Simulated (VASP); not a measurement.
## LiF: single point with PBE

LiF:

```xyz
2
Lattice="0.0000 2.0140 2.0140 2.0140 0.0000 2.0140 2.0140 2.0140 0.0000" Properties=species:S:1:pos:R:3 pbc="T T T"
Li    0.0000    0.0000    0.0000
F     2.0140    2.0140    2.0140
```

```json
{"Program": "VASP 6.6.1", "Task": "single point", "Functional": "PBE", "Potentials or basis": "VASP PAW PBE potentials, release 64 (Li_sv, F)", "Cutoff": "520 eV", "k mesh": "10 × 10 × 10", "Occupations": "gaussian, width 0.05 eV", "Spin": "no spin polarisation", "Dipole correction": "no", "Further INCAR settings": "ALGO = Normal; EDIFF = 1e-06; NBANDS = 12"}
```

| Item | Value |
| --- | --- |
| Band gap on the k mesh | 9.09 eV, direct |

Levels at points of the mesh, in eV from the valence-band top:
| k point | band 2 | band 3 | band 4 | band 5 | band 6 | band 7 | band 8 | band 9 |
| --- | --- | --- | --- | --- | --- | --- | --- | --- |
| (0.00, 0.00, 0.00) | -19.98 | 0.00 | 0.00 | 0.00 | 9.09 | 23.97 | 23.97 | 23.97 |
| (0.50, 0.00, 0.00) | -19.54 | -2.52 | -0.23 | -0.23 | 10.77 | 16.74 | 18.90 | 18.90 |
| (0.50, 0.50, 0.00) | -19.27 | -3.00 | -1.00 | -1.00 | 14.81 | 16.47 | 17.45 | 20.24 |

Run time: 6.7 s on 1 thread of Intel(R) Xeon(R) Platinum 8259CL CPU @ 2.50GHz (Skylake/Cascade Lake), on a shared host, peak memory 0.13 GiB.

 A k mesh can miss the band edges.
